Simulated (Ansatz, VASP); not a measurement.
**K in VASP and in Ansatz**

```
K
1.0
     3.61663    0.00000    0.00000
    -1.80831    3.13209    0.00000
     0.00000    0.00000    5.85894
K
2
Direct
  0.33333 0.66667 0.25000
  0.66667 0.33333 0.75000
```

Change from the starting cell: volume scaled by 0.45, crystal datasets.

Alike in both runs: task single point; functional PBE; k mesh 10 × 10 × 6; occupations fermi-dirac, width 0.08 eV; no spin polarisation.

|  | VASP | Ansatz |
| --- | --- | --- |
| version | VASP 6.6.1 | Ansatz 0.2.0 |
| potentials or method | VASP PAW PBE potentials, release 64 (K_sv), cutoff 520 eV | all-electron PAW with datasets made for the crystal, scalar-relativistic |

```csv
,VASP,Ansatz,Ansatz less VASP
pressure (GPa),12.2,12.2,+0.01
"traceless stress, the component that is largest in VASP (GPa)",0.06,0.06,0.000
```

Ansatz ran all-electron here, and VASP with PAW potentials.
